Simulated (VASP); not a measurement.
# CoSi2 (Fm-3m) in VASP: further runs, part 2 of 3

VASP 6.6.1.

### Step 3. Single point, PBEsol (10.99 Å³/atom)

This run uses another cell than the first one, of 10.99 Å³/atom.

INCAR

```
SYSTEM = CoSi2
  PREC = Accurate
  ENCUT = 520
  EDIFF = 1E-6
  ISMEAR = 0
  SIGMA = 0.1
  LREAL = .False.
  LASPH = .True.
  NELM = 100
  ALGO = Normal
  ISIF = 2
  LWAVE = .False.
  LCHARG = .False.
  GGA = PS
  NBANDS = 16
```

KPOINTS

```
regular mesh
0
Gamma
  14 14 14
  0 0 0
```

POSCAR

```
CoSi2
1.0
    0.0000000000      2.5454307143      2.5454307143
    2.5454307143      0.0000000000      2.5454307143
    2.5454307143      2.5454307143      0.0000000000
Co Si
1 2
Direct
    0.0000000000      0.0000000000      0.0000000000
    0.2500000000      0.2500000000      0.2500000000
    0.7500000000      0.7500000000      0.7500000000
```

Potentials or basis: VASP PAW PBE potentials, release 64 (Co, Si).

Run with:

```sh
$ cat potpaw_PBE.64/Co/POTCAR potpaw_PBE.64/Si/POTCAR > POTCAR
$ mpirun -np 1 vasp_std > vasp.out
```

OUTCAR:

```text
SYSTEM = CoSi2
   PREC = Accurate
   ENCUT = 520
   EDIFF = 1E-6
   ISMEAR = 0
   LREAL = .False.
   LASPH = .True.
   NELM = 100
   ISIF = 2
   GGA = PS

 ion  position               nearest neighbor table
   1  0.000  0.000  0.000-   3 2.20   3 2.20   3 2.20   2 2.20   3 2.20   2 2.20   2 2.20   2 2.20

   2  0.250  0.250  0.250-   1 2.20   1 2.20   1 2.20   1 2.20   3 2.55   3 2.55   3 2.55   3 2.55
                             3 2.55   3 2.55
   3  0.750  0.750  0.750-   1 2.20   1 2.20   1 2.20   1 2.20   2 2.55   2 2.55   2 2.55   2 2.55
                             2 2.55   2 2.55

  LATTYP: Found a face centered cubic cell.
 ALAT       =     5.0908614286

  Lattice vectors:

 A1 = (   0.0000000000,   2.5454307143,   2.5454307143)
 A2 = (   2.5454307143,   0.0000000000,   2.5454307143)
 A3 = (   2.5454307143,   2.5454307143,   0.0000000000)

Analysis of symmetry for initial positions (statically):
=====================================================================
 Subroutine PRICEL returns:
 Original cell was already a primitive cell.

 Routine SETGRP: Setting up the symmetry group for a
 face centered cubic supercell.

 Subroutine GETGRP returns: Found 48 space group operations
 (whereof 48 operations were pure point group operations)
 out of a pool of 48 trial point group operations.

The static configuration has the point symmetry O_h .

Analysis of symmetry for dynamics (positions and initial velocities):
=====================================================================
 Subroutine PRICEL returns:
 Original cell was already a primitive cell.

 Routine SETGRP: Setting up the symmetry group for a
 face centered cubic supercell.

 Subroutine GETGRP returns: Found 48 space group operations
 (whereof 48 operations were pure point group operations)
 out of a pool of 48 trial point group operations.

The dynamic configuration has the point symmetry O_h .

 Subroutine INISYM returns: Found 48 space group operations
 (whereof 48 operations are pure point group operations),
 and found     1 'primitive' translations

----------------------------------------------------------------------------------------

                                     Primitive cell

  volume of cell :      32.9848

  direct lattice vectors                    reciprocal lattice vectors
     0.000000000  2.545430714  2.545430714    -0.196430410  0.196430410  0.196430410
     2.545430714  0.000000000  2.545430714     0.196430410 -0.196430410  0.196430410
     2.545430714  2.545430714  0.000000000     0.196430410  0.196430410 -0.196430410

  length of vectors
     3.599782638  3.599782638  3.599782638     0.340227451  0.340227451  0.340227451

  position of ions in fractional coordinates (direct lattice)
     0.000000000  0.000000000  0.000000000
     0.250000000  0.250000000  0.250000000
     0.750000000  0.750000000  0.750000000

  ion indices of the primitive-cell ions
   primitive index   ion index
                 1           1
                 2           2
                 3           3

----------------------------------------------------------------------------------------

 KPOINTS: regular mesh

Automatic generation of k-mesh.
 Grid dimensions read from file:
 generate k-points for:   14   14   14

 Generating k-lattice:

  Cartesian coordinates                     Fractional coordinates (reciprocal lattice)
    -0.014030744  0.014030744  0.014030744     0.071428571  0.000000000  0.000000000
     0.014030744 -0.014030744  0.014030744     0.000000000  0.071428571  0.000000000
     0.014030744  0.014030744 -0.014030744     0.000000000  0.000000000  0.071428571

  Length of vectors
     0.024301961  0.024301961  0.024301961

  Shift w.r.t. Gamma in fractional coordinates (k-lattice)
     0.000000000  0.000000000  0.000000000

 Subroutine IBZKPT returns following result:
 ===========================================

 Found    104 irreducible k-points:

 Following reciprocal coordinates:
            Coordinates               Weight
  0.000000  0.000000  0.000000      1.000000
  0.071429  0.000000  0.000000      8.000000
  0.142857  0.000000  0.000000      8.000000
  0.214286  0.000000  0.000000      8.000000
  0.285714  0.000000  0.000000      8.000000
  0.357143  0.000000  0.000000      8.000000
[... 16 lines left out ...]
  0.214286  0.142857  0.000000     24.000000
  0.285714  0.142857  0.000000     24.000000
 [... further k-points ...]
   k-points           NKPTS =    104   k-points in BZ     NKDIM =    104   number of bands    NBANDS=     16
   number of dos      NEDOS =    301   number of ions     NIONS =      3
   total plane-waves  NPLWV =  21952
   dimension x,y,z NGX =    28 NGY =   28 NGZ =   28
   dimension x,y,z NGXF=    56 NGYF=   56 NGZF=   56
   ions per type =               1   2
   NGX,Y,Z   is equivalent  to a cutoff of  12.93, 12.93, 12.93 a.u.
   NGXF,Y,Z  is equivalent  to a cutoff of  25.86, 25.86, 25.86 a.u.
 SYSTEM =  CoSi2
   PREC   = accura    normal or accurate (medium, high low for compatibility)
   ISTART =      0    job   : 0-new  1-cont  2-samecut
   ICHARG =      2    charge: 1-file 2-atom 10-const
   ISPIN  =      1    spin polarized calculation?
   LNONCOLLINEAR =      F non collinear calculations
   LSORBIT =      F    spin-orbit coupling
   LASPH  =      T    aspherical Exc in radial PAW
   ENCUT  =  520.0 eV  38.22 Ry    6.18 a.u.   6.69  6.69  6.69*2*pi/ulx,y,z
   NELM   =    100;   NELMIN=  2; NELMDL= -5     # of ELM steps
   EDIFF  = 0.1E-05   stopping-criterion for ELM
   LREAL  =      F    real-space projection
   EDIFFG = 0.1E-04   stopping-criterion for IOM
   NSW    =      0    number of steps for IOM
   IBRION =     -1    ionic relax: 0-MD 1-quasi-New 2-CG
   NFREE  =      0    steps in history (QN), initial steepest desc. (CG)
   ISIF   =      2    stress and relaxation
   ISYM   =      2    0-nonsym 1-usesym 2-fastsym
   POTIM  = 0.5000    time-step for ionic-motion
   TEBEG  =    0.0;   TEEND  =   0.0 temperature during run
   PSTRESS=    0.0 pullay stress
   NELECT =      17.0000    total number of electrons
   NUPDOWN=      -1.0000    fix difference up-down
   EMIN   =  10.00;   EMAX   =-10.00  energy-range for DOS
   EFERMI =   0.00;   METHOD = LEGACY
   ISMEAR =     0;   SIGMA  =   0.10  broadening in eV -4-tet -1-fermi 0-gaus
   EFERMI_NEDOS =   21; number of points for ismear=-14 and -15
   IALGO  =     38    algorithm
   IMIX   =      4    mixing-type and parameters
     AMIX     =   0.40;   BMIX     =  1.00
     AMIX_MAG =   1.60;   BMIX_MAG =  1.00
  volume/ion in A,a.u.               =      10.99        74.20
  Fermi-wavevector in a.u.,A,eV,Ry     =   1.312562  2.480383 23.440379  1.722819
  Thomas-Fermi vector in A             =   2.442946
   LORBIT       =      0    0 simple, 1 ext, 2 COOP (PROOUT), +10 PAW based schemes
   GGA     = PS    functional components
   LHFCALC =     F    Hartree Fock is set to
   AEXX    =    0.0000 exact exchange contribution
   IVDW    =     0    specifies the selected vdW correction
   LEPSILON=     F    determine dielectric tensor
   LRPA    =     F    only Hartree local field effects (RPA)
 non-spin polarized calculation
 Gauss-broadening in eV      SIGMA  =   0.10
  energy-cutoff  :      520.00
  volume of cell :       32.98
 maximum number of plane-waves:       905
   NGX = 13   NGY = 13   NGZ = 13

 number of electron      16.9999999 magnetization

 Free energy of the ion-electron system (eV)
  ---------------------------------------------------
  ext. energy  EPLUGINS =         0.00000000
  ---------------------------------------------------
  free energy    TOTEN  =       -20.56696393 eV

  energy without entropy =      -20.56213177  energy(sigma->0) =      -20.56454785

 E-fermi :  12.2086     XC(G=0): -12.5678

 val. band max:       12.1945170378   @ k =   0.3571   0.0714   0.0000
 cond. band min:      12.2302033223   @ k =   0.4286   0.2143   0.0714
 fundamental gap:      0.0356862845
 Fermi energy:        12.2085948386

 k-point     1 :       0.0000    0.0000    0.0000
  band No.  band energies     occupation
      1      -2.1683      2.00000
      2       7.3683      2.00000
      3       7.3683      2.00000
      4       7.3683      2.00000
      5       9.7118      2.00000
      6       9.7118      2.00000
[... 433 lines left out ...]
      3       7.5563      2.00000
      4       7.6128      2.00000
      5       8.8083      2.00000
      6       9.9487      2.00000
[... 8 lines left out ...]
     15      21.1731      0.00000
     16      21.7115      0.00000

 [... further k-points ...]

------------------------ aborting loop because EDIFF is reached ----------------------------------------

  FORCE on cell =-STRESS in cart. coord.  units (eV):
  Direction    XX          YY          ZZ          XY          YZ          ZX
  --------------------------------------------------------------------------------------
  -------------------------------------------------------------------------------------
  Total        6.8391330      6.8391330      6.8391330      0.0000000      0.0000000     -0.0000000
  in kB      332.1985974    332.1985974    332.1985974      0.0000000      0.0000000     -0.0000000
  external PRESSURE =     332.1985974 kB  Pullay stress =       0.0000000 kB

 VOLUME and BASIS-vectors are now :
 -----------------------------------------------------------------------------
  energy-cutoff  :      520.00
  volume of cell :       32.98
      direct lattice vectors                 reciprocal lattice vectors
     0.000000000  2.545430714  2.545430714    -0.196430410  0.196430410  0.196430410
     2.545430714  0.000000000  2.545430714     0.196430410 -0.196430410  0.196430410
     2.545430714  2.545430714  0.000000000     0.196430410  0.196430410 -0.196430410

 POSITION                                       TOTAL-FORCE (eV/Angst)
 -----------------------------------------------------------------------------------
      0.00000      0.00000      0.00000         0.000000     -0.000000      0.000000
      1.27272      1.27272      1.27272         0.000000     -0.000000      0.000000
      3.81815      3.81815      3.81815        -0.000000      0.000000     -0.000000
 -----------------------------------------------------------------------------------
    total drift:                               -0.000000     -0.000000      0.000000

  FREE ENERGIE OF THE ION-ELECTRON SYSTEM (eV)
  ---------------------------------------------------
  free  energy   TOTEN  =       -20.5669639313 eV

  energy  without entropy=      -20.5621317737  energy(sigma->0) =      -20.56454785
```

It took 44 s on 1 thread of AMD EPYC 9R14 (Zen 4), shared host; peak memory 0.16 GiB.

Results:

```yaml
Free_energy: -20.5670 eV
Pressure: 33.2 GPa
Band_gap_on_the_k_mesh: zero (an odd number of electrons rules out a gap without spin polarisation)
```

Caveat: the cell stands under pressure; the PAW data sets were made with another functional, which shifts forces and pressure a little; the run has no spin polarisation, though such a crystal can be magnetic. Spin polarisation is off, so any magnetic state and its effect on volume and gap are missing.

(Continued in part 3 of 3.)
